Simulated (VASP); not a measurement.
# Sn (Im-3m) in VASP: notebook, part 2 of 2

VASP 6.6.1.

### Step 4. Single point, PBEsol

This run uses another cell than the first one, of 26.13 Å³/atom.

Input file INCAR:

```
SYSTEM = Sn
PREC = Accurate
ENCUT = 520
EDIFF = 1E-7
ISMEAR = -1
SIGMA = 0.15
LREAL = .False.
LASPH = .True.
NELM = 80
ALGO = Normal
ISIF = 2
LWAVE = .False.
LCHARG = .False.
GGA = PS
NBANDS = 13
```

Input file KPOINTS:

```
Automatic mesh
0
Gamma
  12 12 12
  0 0 0
```

Input file POSCAR:

```
Sn
1.0
   -1.8693419366      1.8693419366      1.8693419366
    1.8693419366     -1.8693419366      1.8693419366
    1.8693419366      1.8693419366     -1.8693419366
Sn
1
Direct
    0.0000000000      0.0000000000      0.0000000000
```

Potentials or basis: VASP PAW PBE potentials, release 64 (Sn_d).

Run with:

```
cat potpaw_PBE.64/Sn_d/POTCAR > POTCAR
mpirun -np 1 vasp_std > vasp.out
```

OUTCAR:

```text
SYSTEM = Sn
   PREC = Accurate
   ENCUT = 520
   EDIFF = 1E-7
   ISMEAR = -1
   LREAL = .False.
   LASPH = .True.
   NELM = 80
   ISIF = 2
   GGA = PS

 ion  position               nearest neighbor table
   1  0.000  0.000  0.000-

  LATTYP: Found a body centered cubic cell.
 ALAT       =     3.7386838732

  Lattice vectors:

 A1 = (  -1.8693419366,   1.8693419366,   1.8693419366)
 A2 = (   1.8693419366,  -1.8693419366,   1.8693419366)
 A3 = (   1.8693419366,   1.8693419366,  -1.8693419366)

Analysis of symmetry for initial positions (statically):
=====================================================================
 Subroutine PRICEL returns:
 Original cell was already a primitive cell.

 Routine SETGRP: Setting up the symmetry group for a
 body centered cubic supercell.

 Subroutine GETGRP returns: Found 48 space group operations
 (whereof 48 operations were pure point group operations)
 out of a pool of 48 trial point group operations.

The static configuration has the point symmetry O_h .

Analysis of symmetry for dynamics (positions and initial velocities):
=====================================================================
 Subroutine PRICEL returns:
 Original cell was already a primitive cell.

 Routine SETGRP: Setting up the symmetry group for a
 body centered cubic supercell.

 Subroutine GETGRP returns: Found 48 space group operations
 (whereof 48 operations were pure point group operations)
 out of a pool of 48 trial point group operations.

The dynamic configuration has the point symmetry O_h .

 Subroutine INISYM returns: Found 48 space group operations
 (whereof 48 operations are pure point group operations),
 and found     1 'primitive' translations

----------------------------------------------------------------------------------------

                                     Primitive cell

  volume of cell :      26.1292

  direct lattice vectors                    reciprocal lattice vectors
    -1.869341937  1.869341937  1.869341937     0.000000000  0.267473805  0.267473805
     1.869341937 -1.869341937  1.869341937     0.267473805  0.000000000  0.267473805
     1.869341937  1.869341937 -1.869341937     0.267473805  0.267473805  0.000000000

  length of vectors
     3.237795211  3.237795211  3.237795211     0.378265082  0.378265082  0.378265082

  position of ions in fractional coordinates (direct lattice)
     0.000000000  0.000000000  0.000000000

  ion indices of the primitive-cell ions
   primitive index   ion index
                 1           1

----------------------------------------------------------------------------------------

 KPOINTS: Automatic mesh

Automatic generation of k-mesh.
 Grid dimensions read from file:
 generate k-points for:   12   12   12

 Generating k-lattice:

  Cartesian coordinates                     Fractional coordinates (reciprocal lattice)
     0.000000000  0.022289484  0.022289484     0.083333333  0.000000000  0.000000000
     0.022289484  0.000000000  0.022289484     0.000000000  0.083333333  0.000000000
     0.022289484  0.022289484  0.000000000     0.000000000  0.000000000  0.083333333

  Length of vectors
     0.031522090  0.031522090  0.031522090

  Shift w.r.t. Gamma in fractional coordinates (k-lattice)
     0.000000000  0.000000000  0.000000000

 Subroutine IBZKPT returns following result:
 ===========================================

 Found     72 irreducible k-points:

 Following reciprocal coordinates:
            Coordinates               Weight
  0.000000  0.000000  0.000000      1.000000
  0.083333  0.000000  0.000000     12.000000
  0.166667  0.000000  0.000000     12.000000
  0.250000  0.000000  0.000000     12.000000
  0.333333  0.000000  0.000000     12.000000
  0.416667  0.000000  0.000000     12.000000
[... 16 lines left out ...]
  0.333333  0.083333  0.083333     24.000000
  0.416667  0.083333  0.083333     12.000000
 [... further k-points ...]
   k-points           NKPTS =     72   k-points in BZ     NKDIM =     72   number of bands    NBANDS=     13
   number of dos      NEDOS =    301   number of ions     NIONS =      1
   total plane-waves  NPLWV =  13824
   dimension x,y,z NGX =    24 NGY =   24 NGZ =   24
   dimension x,y,z NGXF=    48 NGYF=   48 NGZF=   48
   ions per type =               1
   NGX,Y,Z   is equivalent  to a cutoff of  12.32, 12.32, 12.32 a.u.
   NGXF,Y,Z  is equivalent  to a cutoff of  24.65, 24.65, 24.65 a.u.
 SYSTEM =  Sn
   PREC   = accura    normal or accurate (medium, high low for compatibility)
   ISTART =      0    job   : 0-new  1-cont  2-samecut
   ICHARG =      2    charge: 1-file 2-atom 10-const
   ISPIN  =      1    spin polarized calculation?
   LNONCOLLINEAR =      F non collinear calculations
   LSORBIT =      F    spin-orbit coupling
   LASPH  =      T    aspherical Exc in radial PAW
   ENCUT  =  520.0 eV  38.22 Ry    6.18 a.u.   6.02  6.02  6.02*2*pi/ulx,y,z
   NELM   =     80;   NELMIN=  2; NELMDL= -5     # of ELM steps
   EDIFF  = 0.1E-06   stopping-criterion for ELM
   LREAL  =      F    real-space projection
   EDIFFG = 0.1E-05   stopping-criterion for IOM
   NSW    =      0    number of steps for IOM
   IBRION =     -1    ionic relax: 0-MD 1-quasi-New 2-CG
   NFREE  =      0    steps in history (QN), initial steepest desc. (CG)
   ISIF   =      2    stress and relaxation
   ISYM   =      2    0-nonsym 1-usesym 2-fastsym
   POTIM  = 0.5000    time-step for ionic-motion
   TEBEG  =    0.0;   TEEND  =   0.0 temperature during run
   PSTRESS=    0.0 pullay stress
   NELECT =      14.0000    total number of electrons
   NUPDOWN=      -1.0000    fix difference up-down
   EMIN   =  10.00;   EMAX   =-10.00  energy-range for DOS
   EFERMI =   0.00;   METHOD = LEGACY
   ISMEAR =    -1;   SIGMA  =   0.15  broadening in eV -4-tet -1-fermi 0-gaus
   EFERMI_NEDOS =   21; number of points for ismear=-14 and -15
   IALGO  =     38    algorithm
   IMIX   =      4    mixing-type and parameters
     AMIX     =   0.40;   BMIX     =  1.00
     AMIX_MAG =   1.60;   BMIX_MAG =  1.00
  volume/ion in A,a.u.               =      26.13       176.33
  Fermi-wavevector in a.u.,A,eV,Ry     =   1.329665  2.512702 24.055207  1.768008
  Thomas-Fermi vector in A             =   2.458810
   LORBIT       =      0    0 simple, 1 ext, 2 COOP (PROOUT), +10 PAW based schemes
   GGA     = PS    functional components
   LHFCALC =     F    Hartree Fock is set to
   AEXX    =    0.0000 exact exchange contribution
   IVDW    =     0    specifies the selected vdW correction
   LEPSILON=     F    determine dielectric tensor
   LRPA    =     F    only Hartree local field effects (RPA)
 non-spin polarized calculation
  energy-cutoff  :      520.00
  volume of cell :       26.13
 maximum number of plane-waves:       717
   NGX = 13   NGY = 13   NGZ = 13

 number of electron      13.9999991 magnetization

 Free energy of the ion-electron system (eV)
  ---------------------------------------------------
  ext. energy  EPLUGINS =         0.00000000
  ---------------------------------------------------
  free energy    TOTEN  =        -4.25254213 eV

  energy without entropy =       -4.21222864  energy(sigma->0) =       -4.23238539

 E-fermi :   8.4345     XC(G=0): -10.6925

 val. band max:        8.3868527405   @ k =  -0.4167   0.4167   0.4167
 cond. band min:       8.4908915445   @ k =   0.1667   0.1667   0.0833
 fundamental gap:      0.1040388040
 Fermi energy:         8.4345030621

 k-point     1 :       0.0000    0.0000    0.0000
  band No.  band energies     occupation
      1     -13.0606      2.00000
      2     -13.0606      2.00000
      3     -13.0606      2.00000
      4     -12.9030      2.00000
      5     -12.9030      2.00000
      6      -2.9788      2.00000
      7      16.7342      0.00000
      8      16.7342      0.00000
      9      16.7342      0.00000
     10      20.6165      0.00000
     11      20.6165      0.00000
     12      20.6165      0.00000
     13      21.4624      0.00000
[... 353 lines left out ...]
 k-point    24 :       0.4167    0.0833    0.0833
  band No.  band energies     occupation
      1     -13.0991      2.00000
      2     -13.0303      2.00000
      3     -12.9110      2.00000
      4     -12.9090      2.00000
      5     -12.8348      2.00000
      6       2.1825      2.00000
      7       4.1358      2.00000
      8      10.3188      0.00001
      9      11.8007      0.00000
     10      19.0383      0.00000
     11      19.4612      0.00000
     12      24.1590      0.00000
     13      24.9115      0.00000

 [... further k-points ...]

------------------------ aborting loop because EDIFF is reached ----------------------------------------

  FORCE on cell =-STRESS in cart. coord.  units (eV):
  Direction    XX          YY          ZZ          XY          YZ          ZX
  --------------------------------------------------------------------------------------
  -------------------------------------------------------------------------------------
  Total       -0.0130648     -0.0130648     -0.0130648      0.0000000      0.0000000      0.0000000
  in kB       -0.8011005     -0.8011005     -0.8011005      0.0000000      0.0000000      0.0000000
  external PRESSURE =      -0.8011005 kB  Pullay stress =       0.0000000 kB

 VOLUME and BASIS-vectors are now :
 -----------------------------------------------------------------------------
  energy-cutoff  :      520.00
  volume of cell :       26.13
      direct lattice vectors                 reciprocal lattice vectors
    -1.869341937  1.869341937  1.869341937     0.000000000  0.267473805  0.267473805
     1.869341937 -1.869341937  1.869341937     0.267473805  0.000000000  0.267473805
     1.869341937  1.869341937 -1.869341937     0.267473805  0.267473805  0.000000000

 POSITION                                       TOTAL-FORCE (eV/Angst)
 -----------------------------------------------------------------------------------
      0.00000      0.00000      0.00000        -0.000000      0.000000      0.000000
 -----------------------------------------------------------------------------------
    total drift:                               -0.000000      0.000000      0.000000

  FREE ENERGIE OF THE ION-ELECTRON SYSTEM (eV)
  ---------------------------------------------------
  free  energy   TOTEN  =        -4.2525421324 eV

  energy  without entropy=       -4.2122286440  energy(sigma->0) =       -4.23238539
```

OSZICAR:

```text
N       E                     dE             d eps       ncg     rms          rms(c)
DAV:   1     0.796958833026E+02    0.79696E+02   -0.73394E+03  1922   0.163E+03
DAV:   2     0.113061514074E+01   -0.78565E+02   -0.75883E+02  1957   0.336E+02
DAV:   3    -0.416657692455E+01   -0.52972E+01   -0.52784E+01  2263   0.719E+01
DAV:   4    -0.427167533676E+01   -0.10510E+00   -0.10507E+00  2212   0.108E+01
DAV:   5    -0.427522388478E+01   -0.35485E-02   -0.35485E-02  2403   0.192E+00    0.146E+00
DAV:   6    -0.425802922147E+01    0.17195E-01   -0.17813E-02  2342   0.242E+00    0.778E-01
DAV:   7    -0.425285985966E+01    0.51694E-02   -0.97013E-03  2367   0.168E+00    0.125E-01
DAV:   8    -0.425254123483E+01    0.31862E-03   -0.72754E-04  2272   0.465E-01    0.213E-02
DAV:   9    -0.425254165112E+01   -0.41629E-06   -0.12674E-05  2545   0.417E-02    0.133E-02
DAV:  10    -0.425254208237E+01   -0.43125E-06   -0.10308E-06  2266   0.955E-03    0.170E-03
DAV:  11    -0.425254213242E+01   -0.50042E-07   -0.23651E-08  1551   0.203E-03
   1 F= -.42525421E+01 E0= -.42323854E+01  d E =-.403135E-01
```

stdout:

```text
POSCAR found type information on POSCAR Sn
 POSCAR found :  1 types and       1 ions
 scaLAPACK will be used
 -----------------------------------------------------------------------------
|                                                                             |
|                                                                             |
|     You enforced a specific xc type in the INCAR file but a different       |
|     I HOPE YOU KNOW WHAT YOU ARE DOING!                                     |
|                                                                             |
 -----------------------------------------------------------------------------

 LDA part: xc-table for (Slater+PW92), standard interpolation
 POSCAR, INCAR and KPOINTS ok, starting setup
 FFT: planning ... GRIDC
 FFT: planning ... GRID_SOFT
 FFT: planning ... GRID
 WAVECAR not read
 entering main loop
```

Run time: 19 s. Hardware: 1 thread of Intel Xeon Platinum 8259CL at 2.50GHz (Skylake/Cascade Lake), shared host; peak memory 0.15 GiB.

Results:

```yaml
Free_energy: -4.2525 eV
Pressure: -0.1 GPa
Band_gap_on_the_k_mesh: zero (bands 7 and 8 overlap by 10.92 eV)
```

Levels at points of the mesh, in eV from the Fermi level:
| k point | band 3 | band 4 | band 5 | band 6 | band 7 | band 8 | band 9 | band 10 | band 11 | band 12 |
| --- | --- | --- | --- | --- | --- | --- | --- | --- | --- | --- |
| (0.00, 0.00, 0.00) | -21.50 | -21.34 | -21.34 | -11.41 | 8.30 | 8.30 | 8.30 | 12.18 | 12.18 | 12.18 |
| (0.50, 0.00, 0.00) | -21.35 | -21.34 | -21.24 | -6.49 | -4.65 | 3.71 | 5.55 | 8.16 | 8.38 | 15.30 |
| (0.50, 0.50, 0.50) | -21.27 | -21.27 | -21.27 | -2.29 | -0.55 | -0.55 | -0.55 | 3.81 | 3.81 | 18.42 |

Caveat: the PAW data sets were made with another functional, which shifts forces and pressure a little; spin-orbit coupling is left out, which moves the levels of the heavy elements.

### Step 5. Relaxation of cell and atoms, LDA

This run uses another cell than the first one, of 27.20 Å³/atom.

Input file INCAR:

```
PREC = Accurate ; ENCUT = 600
EDIFF = 1E-7 ; ISMEAR = -1
SIGMA = 0.15 ; LREAL = F
LASPH = T ; NELM = 60
ALGO = Normal ; ISIF = 3
LWAVE = F ; LCHARG = F
GGA = CA ; IBRION = 2
NSW = 80 ; EDIFFG = -0.01
```

Input file KPOINTS:

```
regular mesh
0
Gamma
  12 12 12
```

Input file POSCAR:

```
Sn
1.0
   -1.8946518200      1.8946518200      1.8946518200
    1.8946518200     -1.8946518200      1.8946518200
    1.8946518200      1.8946518200     -1.8946518200
Sn
1
Direct
    0.0000000000      0.0000000000      0.0000000000
```

Potentials or basis: VASP PAW LDA potentials, release 64 (Sn_d).

Run with:

```
cat potpaw_LDA.64/Sn_d/POTCAR > POTCAR
mpirun -np 1 vasp_std > vasp.out
```

Run time: 60 s. Hardware: 1 thread of Intel Xeon Platinum 8259CL at 2.50GHz (Skylake/Cascade Lake), shared host; peak memory 0.17 GiB.

It converged, with:

```yaml
Free_energy: -4.4638 eV
Relaxed_volume: 25.49 Å³/atom
Relaxed_cell: a = 3.211 Å, b = 3.211 Å, c = 3.211 Å, α = 109.47°, β = 109.47°, γ = 109.47°
Space_group_after_relaxing_to_0.1_Å: Im-3m (No. 229)
Energy_gained_by_relaxing: 18.8 meV/atom
Ionic_steps: 3
Pressure_after_relaxing: 0.0 GPa
Band_gap_on_the_k_mesh: zero (bands 7 and 8 overlap by 11.09 eV)
```

The path:
```tsv
step	energy change (eV)	largest force (eV/Å)	pressure (GPa)	volume (Å³)
1	0.0000	0.0000	-3.33	27.20
2	-0.0173	0.0000	1.11	25.04
3	-0.0188	0.0000	0.00	25.49
```

Final structure:
```
Sn
1.0
    -1.85402    1.85402    1.85402
     1.85402   -1.85402    1.85402
     1.85402    1.85402   -1.85402
Sn
1
Direct
  0.00000 0.00000 0.00000
```

Levels at points of the mesh, in eV from the Fermi level:
```csv
k point,band 3,band 4,band 5,band 6,band 7,band 8,band 9,band 10,band 11
"(0.00, 0.00, 0.00)",-21.52,-21.35,-21.35,-11.60,8.42,8.42,8.42,12.32,12.32
"(0.50, 0.00, 0.00)",-21.36,-21.36,-21.25,-6.56,-4.75,3.74,5.61,8.39,8.56
"(0.50, 0.50, 0.50)",-21.27,-21.27,-21.27,-2.25,-0.59,-0.59,-0.59,3.92,3.92
```

Caveat: spin-orbit coupling is left out, which moves the levels of the heavy elements.

### Step 6. Overview

| task | level | potentials or basis | cell | cutoff (eV) | gap on the mesh (eV) | pressure (GPa) |
| --- | --- | --- | --- | --- | --- | --- |
| single point | PBEsol+D3(BJ) | VASP PAW PBE potentials, release 64 (Sn_d) | a = 3.188 Å, angles 109.5°, 1 atom | 520 | none | -0.1 |
| single point | LDA | VASP PAW LDA potentials, release 64 (Sn_d) | a = 3.210 Å, angles 109.5°, 1 atom | 520 | none | 0.0 |
| single point | PBEsol | VASP PAW PBE potentials, release 64 (Sn_d) | a = 3.238 Å, angles 109.5°, 1 atom | 520 | none | -0.1 |
| relaxation of cell and atoms | LDA | VASP PAW LDA potentials, release 64 (Sn_d) | relaxed from a = 3.282 Å, angles 109.5°, 1 atom | 600 | none | 0.0 |

Alike in all rows: no spin polarisation; k mesh 12 × 12 × 12; smearing fermi-dirac 0.15 eV.

Caveats: spin-orbit coupling is left out, which moves the levels of the heavy elements; the PAW data sets were made with another functional, which shifts forces and pressure a little (at least some runs).

Absolute energies hang on the potentials; compare differences alone.
